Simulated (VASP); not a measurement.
Crystal: ZrB2.

```
Zr B
1.0
     2.85628    0.00000    0.00000
     0.00000    3.55879    0.00000
     0.00000    0.00000    3.62158
Zr B
1 2
Direct
  0.50000 0.00000 0.00000
  0.50000 0.50000 0.50000
  0.50000 0.00000 0.50000
```

The cell was generated, and may not be a known phase.

```yaml
Program: VASP 6.6.1
Task: relaxation of cell and atoms
Functional: PBE
Potentials_or_basis: VASP PAW PBE potentials, release 64 (Zr_sv, B)
Cutoff: 600 eV
k_mesh: 6 × 6 × 6
Occupations: gaussian, width 0.1 eV
Spin: no spin polarisation
```

At the start: pressure 38.9 GPa; volume 12.27 Å³/atom.

Question: How do energy, volume and symmetry change on relaxing?

Answer: Over 13 steps the energy falls by 1398.8 meV/atom and the volume is 14.96 Å³/atom (+21.9 %); space group Pmmm (No. 47, to 0.1 Å) before and after.

Step by step:
```tsv
step	energy change (eV)	largest force (eV/Å)	pressure (GPa)	volume (Å³)
1	0.0000	0.0000	38.87	36.81
2	-3.4879	0.0000	-9.11	51.22
3	-4.0419	0.0000	-8.45	46.18
4	-3.9774	0.0000	10.81	41.95
5	-4.1831	0.0000	-1.12	44.21
6	-4.1833	0.0000	-0.84	44.15
7	-4.1921	0.0000	0.45	43.76
8	-4.1921	0.0000	0.45	43.76
9	-4.1933	0.0000	0.30	43.95
10	-4.1953	0.0000	-0.12	44.48
11	-4.1942	0.0000	-1.00	45.56
12	-4.1958	0.0000	-0.44	44.88
13	-4.1965	0.0000	0.02	44.87
```

Final structure:
```
CELL_PARAMETERS angstrom
3.09868 0.00000 0.00000
0.00000 3.13409 0.00000
0.00000 0.00000 4.62000
ATOMIC_POSITIONS crystal
Zr 0.50000 0.00000 0.00000
B 0.50000 0.50000 0.50000
B 0.50000 0.00000 0.50000
```

Caveat: the k points lie up to 0.34 Å⁻¹ apart in the final cell, too coarse for converged energies and pressures of a metal; the volume moved by over 15 % at a fixed basis, so the end points are rough.
